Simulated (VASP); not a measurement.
Set up this calculation in VASP 6.6.1, as the native input.

| Item | Value |
| --- | --- |
| Task | single point |
| Functional | PBE |
| Dispersion | D3(BJ) |
| Potentials or basis | VASP PAW PBE potentials, release 64 (W_sv, S) |
| Cutoff | 520 eV |
| k mesh | 12 × 12 × 4 |
| Occupations | gaussian, width 0.05 eV |
| Spin | no spin polarisation |
| Dipole correction | no |
| Further INCAR settings | ALGO = Normal; EDIFF = 1e-06; NBANDS = 35 |

The structure of WS2 lies in POSCAR:

```
WS2
1.0
    3.1542061880      0.0000000000      0.0000000000
   -1.5771030940      2.7316226876      0.0000000000
    0.0000000000      0.0000000000     12.1399089379
W S
2 4
Direct
    0.3333333333      0.6666666667      0.2500000000
    0.6666666667      0.3333333333      0.7500000000
    0.3882457488      0.7764914977      0.6449993009
    0.6666666667      0.3333333333      0.1202874187
    0.3333333333      0.6666666667      0.8797125813
    0.6666666667      0.3333333333      0.3797125813
```

This cell differs from its parent crystal: atom 3 (S) moved by (+0.300, +0.300) A along y and z.

The input as run:

INCAR

```
SYSTEM = WS2
PREC = Accurate
ENCUT = 520
EDIFF = 1E-6
ISMEAR = 0
SIGMA = 0.05
LREAL = .False.
LASPH = .True.
NELM = 80
ALGO = Normal
ISIF = 2
LWAVE = .False.
LCHARG = .False.
GGA = PE
IVDW = 12
NBANDS = 35
```

KPOINTS

```
regular mesh
0
Gamma
  12 12 4
  0 0 0
```

Potentials or basis: VASP PAW PBE potentials, release 64 (W_sv, S).

Run with:

```sh
$ cat potpaw_PBE.64/W_sv/POTCAR potpaw_PBE.64/S/POTCAR > POTCAR
$ mpirun -np 1 vasp_std > vasp.out
```

It gave:

The pressure is 14.2 GPa. The largest force is 12.744 eV/Å and the band gap on the k mesh is zero (band 26 reaches 8.28 eV, above the bottom of band 27 at 8.21 eV). The dispersion energy per atom is -0.435 eV.

Caveat: the cell differs from its parent crystal (atom 3 (S) moved by (+0.300, +0.300) A along y and z); spin-orbit coupling is left out, which moves the levels of the heavy elements; forces of over 1 eV/Å act on the atoms, so gaps and moduli don't describe the material at rest.

Wall time 11 min on 1 thread of Oxide Virtual Turin-like Processor (shared host), peak memory 0.53 GiB.
